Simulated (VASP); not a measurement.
# MgO (Fm-3m) in VASP: relaxation of volume and atoms at fixed shape with LDA

Aim: the relaxation of volume and atoms at fixed shape of MgO with LDA.

All numbers are computed with VASP 6.6.1; they aren't measurements. Logs are shortened: lines on timing, memory, paths and dates and some standing lists are left out, and cuts for length are marked.

## (1) The cell of the first run

The structure is cubic, space group Fm-3m (No. 225). The conventional cell has a = 4.217 Å, b = 4.217 Å, c = 4.217 Å, α = 90.00°, β = 90.00°, γ = 90.00°. Mg (site symmetry m-3m) has 6 O at 2.11 Å within 2.8 Å. O (site symmetry m-3m) has 6 Mg at 2.11 Å within 2.8 Å.

## (2) Relaxation of volume and atoms at fixed shape, LDA

Contents of INCAR:

```
SYSTEM = MgO
  PREC = Accurate
  ENCUT = 840
  EDIFF = 1E-7
  ISMEAR = 0
  SIGMA = 0.01
  LREAL = .FALSE.
  LASPH = .TRUE.
  NELM = 120
  ALGO = Normal
  ISIF = 8
  LWAVE = .FALSE.
  LCHARG = .FALSE.
  IBRION = 2
  NSW = 50
  EDIFFG = -0.03
  GGA_COMPAT = .FALSE.
  NELMIN = 4
```

Contents of KPOINTS:

```
Automatic mesh
0
G
  9 9 9
  0 0 0
```

Contents of POSCAR:

```
MgO
1.0
    0.0000000000      2.1085000000      2.1085000000
    2.1085000000      0.0000000000      2.1085000000
    2.1085000000      2.1085000000      0.0000000000
Mg O
1 1
Direct
    0.0000000000      0.0000000000      0.0000000000
    0.5000000000      0.5000000000      0.5000000000
```

Potentials or basis: VASP PAW LDA potentials, release 64 (Mg_sv, O).

The run is started by

```bash
$ cat potpaw_LDA.64/Mg_sv/POTCAR potpaw_LDA.64/O/POTCAR > POTCAR
$ mpirun -np 1 vasp_std > vasp.out
```

OUTCAR:

```text
SYSTEM = MgO
   PREC = Accurate
   ENCUT = 840
   EDIFF = 1E-7
   ISMEAR = 0
   LREAL = .FALSE.
   LASPH = .TRUE.
   NELM = 120
   ISIF = 8
   IBRION = 2
   NSW = 50
   EDIFFG = -0.03
   NELMIN = 4

 ion  position               nearest neighbor table
   1  0.000  0.000  0.000-   2 2.11   2 2.11   2 2.11   2 2.11   2 2.11   2 2.11
   2  0.500  0.500  0.500-   1 2.11   1 2.11   1 2.11   1 2.11   1 2.11   1 2.11

  LATTYP: Found a face centered cubic cell.
 ALAT       =     4.2170000000

  Lattice vectors:

 A1 = (   0.0000000000,   2.1085000000,   2.1085000000)
 A2 = (   2.1085000000,   0.0000000000,   2.1085000000)
 A3 = (   2.1085000000,   2.1085000000,   0.0000000000)

Analysis of symmetry for initial positions (statically):
=====================================================================
 Subroutine PRICEL returns:
 Original cell was already a primitive cell.

 Routine SETGRP: Setting up the symmetry group for a
 face centered cubic supercell.

 Subroutine GETGRP returns: Found 48 space group operations
 (whereof 48 operations were pure point group operations)
 out of a pool of 48 trial point group operations.

The static configuration has the point symmetry O_h .

Analysis of symmetry for dynamics (positions and initial velocities):
=====================================================================
 Subroutine PRICEL returns:
 Original cell was already a primitive cell.

 Routine SETGRP: Setting up the symmetry group for a
 face centered cubic supercell.

 Subroutine GETGRP returns: Found 48 space group operations
 (whereof 48 operations were pure point group operations)
 out of a pool of 48 trial point group operations.

The dynamic configuration has the point symmetry O_h .

 Subroutine INISYM returns: Found 48 space group operations
 (whereof 48 operations are pure point group operations),
 and found     1 'primitive' translations

----------------------------------------------------------------------------------------

                                     Primitive cell

  volume of cell :      18.7478

  direct lattice vectors                    reciprocal lattice vectors
     0.000000000  2.108500000  2.108500000    -0.237135404  0.237135404  0.237135404
     2.108500000  0.000000000  2.108500000     0.237135404 -0.237135404  0.237135404
     2.108500000  2.108500000  0.000000000     0.237135404  0.237135404 -0.237135404

  length of vectors
     2.981869296  2.981869296  2.981869296     0.410730569  0.410730569  0.410730569

  position of ions in fractional coordinates (direct lattice)
     0.000000000  0.000000000  0.000000000
     0.500000000  0.500000000  0.500000000

  ion indices of the primitive-cell ions
   primitive index   ion index
                 1           1
                 2           2

----------------------------------------------------------------------------------------

 KPOINTS: Automatic mesh

Automatic generation of k-mesh.
 Grid dimensions read from file:
 generate k-points for:    9    9    9

 Generating k-lattice:

  Cartesian coordinates                     Fractional coordinates (reciprocal lattice)
    -0.026348378  0.026348378  0.026348378     0.111111111  0.000000000  0.000000000
     0.026348378 -0.026348378  0.026348378     0.000000000  0.111111111  0.000000000
     0.026348378  0.026348378 -0.026348378     0.000000000  0.000000000  0.111111111

  Length of vectors
     0.045636730  0.045636730  0.045636730

  Shift w.r.t. Gamma in fractional coordinates (k-lattice)
     0.000000000  0.000000000  0.000000000

 Subroutine IBZKPT returns following result:
 ===========================================

 Found     35 irreducible k-points:

 Following reciprocal coordinates:
            Coordinates               Weight
  0.000000  0.000000  0.000000      1.000000
  0.111111  0.000000  0.000000      8.000000
  0.222222  0.000000  0.000000      8.000000
  0.333333  0.000000  0.000000      8.000000
  0.444444  0.000000  0.000000      8.000000
  0.111111  0.111111  0.000000      6.000000
[... 16 lines left out ...]
 -0.333333  0.333333  0.000000     12.000000
  0.444444  0.444444  0.000000      6.000000
 [... further k-points ...]
   k-points           NKPTS =     35   k-points in BZ     NKDIM =     35   number of bands    NBANDS=     12
   number of dos      NEDOS =    301   number of ions     NIONS =      2
   total plane-waves  NPLWV =  21952
   dimension x,y,z NGX =    28 NGY =   28 NGZ =   28
   dimension x,y,z NGXF=    56 NGYF=   56 NGZF=   56
   ions per type =               1   1
   NGX,Y,Z   is equivalent  to a cutoff of  15.61, 15.61, 15.61 a.u.
   NGXF,Y,Z  is equivalent  to a cutoff of  31.22, 31.22, 31.22 a.u.
 SYSTEM =  MgO
   PREC   = accura    normal or accurate (medium, high low for compatibility)
   ISTART =      0    job   : 0-new  1-cont  2-samecut
   ICHARG =      2    charge: 1-file 2-atom 10-const
   ISPIN  =      1    spin polarized calculation?
   LNONCOLLINEAR =      F non collinear calculations
   LSORBIT =      F    spin-orbit coupling
   LASPH  =      T    aspherical Exc in radial PAW
   ENCUT  =  840.0 eV  61.74 Ry    7.86 a.u.   7.05  7.05  7.05*2*pi/ulx,y,z
   NELM   =    120;   NELMIN=  4; NELMDL= -5     # of ELM steps
   EDIFF  = 0.1E-06   stopping-criterion for ELM
   LREAL  =      F    real-space projection
   EDIFFG = -.3E-01   stopping-criterion for IOM
   NSW    =     50    number of steps for IOM
   IBRION =      2    ionic relax: 0-MD 1-quasi-New 2-CG
   NFREE  =      1    steps in history (QN), initial steepest desc. (CG)
   ISIF   =      8    stress and relaxation
   ISYM   =      2    0-nonsym 1-usesym 2-fastsym
   POTIM  = 0.5000    time-step for ionic-motion
   TEBEG  =    0.0;   TEEND  =   0.0 temperature during run
   PSTRESS=    0.0 pullay stress
   NELECT =      16.0000    total number of electrons
   NUPDOWN=      -1.0000    fix difference up-down
   EMIN   =  10.00;   EMAX   =-10.00  energy-range for DOS
   EFERMI =   0.00;   METHOD = LEGACY
   ISMEAR =     0;   SIGMA  =   0.01  broadening in eV -4-tet -1-fermi 0-gaus
   EFERMI_NEDOS =   21; number of points for ismear=-14 and -15
   IALGO  =     38    algorithm
   IMIX   =      4    mixing-type and parameters
     AMIX     =   0.40;   BMIX     =  1.00
     AMIX_MAG =   1.60;   BMIX_MAG =  1.00
  volume/ion in A,a.u.               =       9.37        63.26
  Fermi-wavevector in a.u.,A,eV,Ry     =   1.552856  2.934473 32.808574  2.411362
  Thomas-Fermi vector in A             =   2.657171
   LORBIT       =      0    0 simple, 1 ext, 2 COOP (PROOUT), +10 PAW based schemes
   GGA     = CA    functional components
   LHFCALC =     F    Hartree Fock is set to
   AEXX    =    0.0000 exact exchange contribution
   IVDW    =     0    specifies the selected vdW correction
   LEPSILON=     F    determine dielectric tensor
   LRPA    =     F    only Hartree local field effects (RPA)
 conjugate gradient relaxation of ions
 non-spin polarized calculation
 Gauss-broadening in eV      SIGMA  =   0.01
  energy-cutoff  :      840.00
  volume of cell :       18.75
 maximum number of plane-waves:      1049
   NGX = 15   NGY = 15   NGZ = 15

--------------------------------------- Ionic step        1  -------------------------------------------

 number of electron      15.9999995 magnetization

 Free energy of the ion-electron system (eV)
  ---------------------------------------------------
  ext. energy  EPLUGINS =         0.00000000
  ---------------------------------------------------
  free energy    TOTEN  =       -13.22249493 eV

  energy without entropy =      -13.22249493  energy(sigma->0) =      -13.22249493

------------------------ aborting loop because EDIFF is reached ----------------------------------------

  FORCE on cell =-STRESS in cart. coord.  units (eV):
  Direction    XX          YY          ZZ          XY          YZ          ZX
  --------------------------------------------------------------------------------------
  -------------------------------------------------------------------------------------
  Total       -0.7023449     -0.7023449     -0.7023449      0.0000000     -0.0000000      0.0000000
  in kB      -60.0219658    -60.0219658    -60.0219658      0.0000000     -0.0000000      0.0000000
  external PRESSURE =     -60.0219658 kB  Pullay stress =       0.0000000 kB
[... 57 lines left out ...]
  energy  without entropy=      -13.2336029783  energy(sigma->0) =      -13.23360298

--------------------------------------- Ionic step        3  -------------------------------------------

 number of electron      15.9999995 magnetization

 Free energy of the ion-electron system (eV)
  ---------------------------------------------------
  ext. energy  EPLUGINS =         0.00000000
  ---------------------------------------------------
  free energy    TOTEN  =       -13.23565268 eV

  energy without entropy =      -13.23565268  energy(sigma->0) =      -13.23565268

 E-fermi :   2.9755     XC(G=0): -12.1072

 val. band max:        2.8265137675   @ k =   0.0000   0.0000   0.0000
 cond. band min:       7.8267001917   @ k =   0.0000   0.0000   0.0000
 fundamental gap:      5.0001864242
 Fermi energy:         2.9755112184

 k-point     1 :       0.0000    0.0000    0.0000
  band No.  band energies     occupation
      1     -68.4016      2.00000
      2     -35.8579      2.00000
      3     -35.8579      2.00000
      4     -35.8579      2.00000
      5     -14.3353      2.00000
      6       2.8265      2.00000
      7       2.8265      2.00000
      8       2.8265      2.00000
      9       7.8267      0.00000
     10      18.5386      0.00000
     11      18.5386      0.00000
     12      18.5386      0.00000
[... 331 lines left out ...]
 k-point    24 :       0.4444    0.4444    0.0000
  band No.  band energies     occupation
      1     -68.3870      2.00000
      2     -35.9438      2.00000
      3     -35.8914      2.00000
      4     -35.8914      2.00000
      5     -12.6792      2.00000
      6      -1.3565      2.00000
      7       1.4506      2.00000
      8       1.4506      2.00000
      9      11.8582      0.00000
     10      12.9139      0.00000
     11      16.0782      0.00000
     12      21.8825      0.00000

 [... further k-points ...]

------------------------ aborting loop because EDIFF is reached ----------------------------------------

  FORCE on cell =-STRESS in cart. coord.  units (eV):
  Direction    XX          YY          ZZ          XY          YZ          ZX
  --------------------------------------------------------------------------------------
  -------------------------------------------------------------------------------------
  Total        0.0022092      0.0022092      0.0022092     -0.0000000     -0.0000000     -0.0000000
  in kB        0.1959106      0.1959106      0.1959106     -0.0000000     -0.0000000     -0.0000000
  external PRESSURE =       0.1959106 kB  Pullay stress =       0.0000000 kB
[... 17 lines left out ...]
  FREE ENERGIE OF THE ION-ELECTRON SYSTEM (eV)
  ---------------------------------------------------
  free  energy   TOTEN  =       -13.2356526756 eV

  energy  without entropy=      -13.2356526756  energy(sigma->0) =      -13.23565268

 reached required accuracy - stopping structural energy minimisation
```

Run time: 56 s. Hardware: 1 thread of AMD EPYC, shared host; peak memory 0.12 GiB.

What came out:

| Quantity | Value |
| --- | --- |
| Free energy | -13.2357 eV |
| Relaxed volume | 9.03 Å³/atom |
| Relaxed cell | a = 2.945 Å, b = 2.945 Å, c = 2.945 Å, α = 60.00°, β = 60.00°, γ = 60.00° |
| Space group after relaxing (to 0.1 Å) | Fm-3m (No. 225) |
| Energy gained by relaxing | 6.6 meV/atom |
| Ionic steps | 3 |
| Pressure after relaxing | 0.0 GPa |
| Band gap on the k mesh | 5.00 eV |

Step by step:
| step | energy change (eV) | largest force (eV/Å) | pressure (GPa) | volume (Å³) |
| --- | --- | --- | --- | --- |
| 1 | 0.0000 | 0.0000 | -6.00 | 18.75 |
| 2 | -0.0111 | 0.0000 | 2.59 | 17.81 |
| 3 | -0.0132 | 0.0000 | 0.02 | 18.07 |

Final structure:
```
Mg O
1.0
     0.00000    2.08267    2.08267
     2.08267    0.00000    2.08267
     2.08267    2.08267    0.00000
Mg O
1 1
Direct
  0.00000 0.00000 0.00000
  0.50000 0.50000 0.50000
```
